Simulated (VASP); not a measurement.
The system is PtSe2 (Sudovikovite).

```xyz
3
Lattice="3.7240 0.0000 0.0000 -1.8620 3.2251 0.0000 0.0000 0.0000 5.0620" Properties=species:S:1:pos:R:3 pbc="T T T"
Pt    0.0000    0.0000    0.0000
Se    1.8620    1.0750    3.7965
Se    0.0000    2.1501    1.2655
```

| Quantity | Value |
| --- | --- |
| Program | VASP 6.6.1 |
| Task | relaxation of cell and atoms |
| Functional | SVWN5 |
| Potentials or basis | VASP PAW PBE potentials, release 64 (Pt, Se) |
| Cutoff | 600 eV |
| k mesh | 8 × 8 × 5 |
| Occupations | fermi-dirac, width 0.05 eV |
| Spin | no spin polarisation |

At the start: pressure -0.3 GPa; volume 20.27 Å³/atom.

Problem. Where does the relaxation end?

Solution. Over 15 steps the energy falls by 12.3 meV/atom and the volume is 19.21 Å³/atom (-5.2 %); space group P-3m1 (No. 164, to 0.05 Å).

Step by step:
| step | energy change (eV) | largest force (eV/Å) | pressure (GPa) | volume (Å³) |
| --- | --- | --- | --- | --- |
| 1 | 0.0000 | 0.2174 | -0.33 | 60.80 |
| 2 | -0.0069 | 0.1874 | -0.41 | 60.43 |
| 3 | -0.0244 | 0.0785 | -0.53 | 59.32 |
| 4 | -0.0314 | 0.2266 | -0.12 | 57.10 |
| 5 | -0.0346 | 0.0684 | -0.34 | 58.06 |
| 6 | -0.0349 | 0.0942 | -0.32 | 57.89 |
| 7 | -0.0320 | 0.1542 | 1.97 | 56.82 |
| 8 | -0.0360 | 0.0100 | 0.44 | 57.52 |
| 9 | -0.0353 | 0.0104 | -0.63 | 57.77 |
| 10 | -0.0368 | 0.0106 | -0.01 | 57.63 |
| 11 | -0.0368 | 0.0103 | -0.01 | 57.63 |
| 12 | -0.0364 | 0.0104 | -0.32 | 57.70 |
| 13 | -0.0368 | 0.0105 | -0.03 | 57.63 |
| 14 | -0.0368 | 0.0111 | 0.18 | 57.58 |
| 15 | -0.0368 | 0.0045 | 0.02 | 57.62 |

Final structure:
```
CELL_PARAMETERS angstrom
3.73981 0.00000 0.00000
-1.86991 3.23877 0.00000
0.00000 0.00000 4.75695
ATOMIC_POSITIONS crystal
Pt 0.00000 0.00000 0.00000
Se 0.66667 0.33333 0.73403
Se 0.33333 0.66667 0.26597
```

Caveat: the PAW data sets were made with another functional, which shifts forces and pressure a little.
